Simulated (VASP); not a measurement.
Write the native input for VASP 6.6.1 that does the following.

| Item | Value |
| --- | --- |
| Task | single point |
| Functional | PBE |
| Potentials or basis | VASP PAW PBE potentials, release 64 (Nb_sv) |
| Cutoff | 520 eV |
| k mesh | 20 × 20 × 20 |
| Occupations | gaussian, width 0.15 eV |
| Spin | no spin polarisation |
| Dipole correction | no |
| Further INCAR settings | ALGO = Fast; EDIFF = 1e-07; NBANDS = 12 |

The structure of Nb lies in POSCAR:

```
Nb
1.0
   -1.6639500000      1.5641130000      1.6639500000
    1.6639500000     -1.5641130000      1.6639500000
    1.6639500000      1.5641130000     -1.6639500000
Nb
1
Direct
    0.0000000000      0.0000000000      0.0000000000
```

This cell differs from its parent crystal: strain -0.0600 x Voigt [0, 1, 0, 0, 0, 0].

These files were run (other wordings do the same):

INCAR

```
ALGO     = Fast           # electronic algorithm
EDIFF    = 1E-7           # SCF threshold, eV
ENCUT    = 520            # plane-wave cutoff, eV
GGA      = PE             # functional
ISIF     = 2              # what is computed and relaxed
ISMEAR   = 0              # smearing method
LASPH    = True           # aspherical terms in the spheres
LCHARG   = True           # write CHGCAR
LELF     = True           # ELF
LREAL    = False          # projectors in reciprocal space
LVHAR    = True         
LWAVE    = False          # write WAVECAR
NBANDS   = 12             # bands
NELM     = 100            # most SCF steps
PREC     = Accurate       # precision mode
SIGMA    = 0.15           # smearing width, eV
```

KPOINTS

```
k-points
0
Gamma
  20 20 20
```

Potentials or basis: VASP PAW PBE potentials, release 64 (Nb_sv).

The run is started by

```bash
$ cat potpaw_PBE.64/Nb_sv/POTCAR > POTCAR
$ mpirun -np 1 vasp_std > vasp.out
```

It gave:

The pressure is 8.3 GPa. The band gap on the k mesh is zero (an odd number of electrons rules out a gap without spin polarisation).

Caveat: the cell differs from its parent crystal (strain -0.0600 x Voigt [0, 1, 0, 0, 0, 0]); the cell stands under pressure.

Run time: 2.2 min on 1 thread of Intel(R) Xeon(R) Platinum 8488C (Sapphire Rapids), with other jobs on the host, peak memory 0.24 GiB.
